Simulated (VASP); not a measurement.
Here is a VASP 6.6.1 calculation.

The input INCAR:

```
PREC = Accurate ; ENCUT = 600
EDIFF = 1E-7 ; ISMEAR = 0
SIGMA = 0.1 ; LREAL = F
LASPH = T ; NELM = 60
ALGO = Normal ; ISIF = 3
LWAVE = F ; LCHARG = F
GGA = PE ; IBRION = 2
NSW = 80 ; EDIFFG = -0.01
PSTRESS = 400.0
```

File KPOINTS:

```
Automatic mesh
0
Gamma
  10 10 10
```

The input POSCAR:

```
Pd
1.0
    2.5300000000      0.0000000000      0.0000000000
    0.0000000000      2.5300000000      0.0000000000
    0.0000000000      0.0000000000      2.5300000000
Pd
1
Direct
    0.0000000000      0.0000000000      0.0000000000
```

Potentials or basis: VASP PAW PBE potentials, release 64 (Pd).

Run with:

```bash
$ cat potpaw_PBE.64/Pd/POTCAR > POTCAR
$ mpirun -np 1 vasp_std > vasp.out
```

**Question.** What does it give for the band gap on the k mesh?

**Answer.** Zero (band 5 reaches 12.00 eV, above the bottom of band 6 at 9.47 eV).

**Question.** What does it give for the space group after relaxing (to 0.05 Å)?

**Answer.** Pm-3m (No. 221).

**Question.** What does it give for the relaxed cell?

**Answer.** a = 2.445 Å, b = 2.445 Å, c = 2.445 Å, α = 90.00°, β = 90.00°, γ = 90.00°.

Final structure:
```xyz
1
Lattice="2.4451 0.0000 0.0000 0.0000 2.4451 0.0000 0.0000 0.0000 2.4451" Properties=species:S:1:pos:R:3 pbc="T T T"
Pd    0.0000    0.0000    0.0000
```

Caveat: the cell is relaxed towards a set pressure, so the enthalpy falls and the energy may rise.
